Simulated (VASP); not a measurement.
**Br: single point with PBE**

The system is Br.

```
Br
1.0
     0.00000    1.81018    1.81018
     1.81018    0.00000    1.81018
     1.81018    1.81018    0.00000
Br
1
Direct
  0.00000 0.00000 0.00000
```

This cell differs from its parent crystal: volume scaled by 0.45.

| Item | Value |
| --- | --- |
| Program | VASP 6.6.1 |
| Task | single point |
| Functional | PBE |
| Potentials or basis | VASP PAW PBE potentials, release 64 (Br) |
| Cutoff | 500 eV |
| k mesh | 14 × 14 × 14 |
| Occupations | fermi-dirac, width 0.05 eV |
| Spin | no spin polarisation |

```yaml
Pressure: 163.3 GPa
```

Levels at points of the mesh, in eV from the Fermi level:
| k point | band 1 | band 2 | band 3 | band 4 | band 5 | band 6 | band 7 | band 8 |
| --- | --- | --- | --- | --- | --- | --- | --- | --- |
| (0.00, 0.00, 0.00) | -24.51 | 3.63 | 3.63 | 3.63 | 12.20 | 12.20 | 12.20 | 16.27 |
| (0.50, 0.00, 0.00) | -18.26 | -13.43 | 1.23 | 1.23 | 9.64 | 10.87 | 10.87 | 14.78 |
| (0.50, 0.50, 0.00) | -15.54 | -11.99 | -3.56 | -3.56 | 3.02 | 3.27 | 28.28 | 30.29 |

Wall time 21 s on 1 thread of Intel Xeon 8259CL (shared host), peak memory 0.13 GiB.

Caveat: an odd number of electrons without spin polarisation forces a metal; a magnetic or distorted state may lie lower.
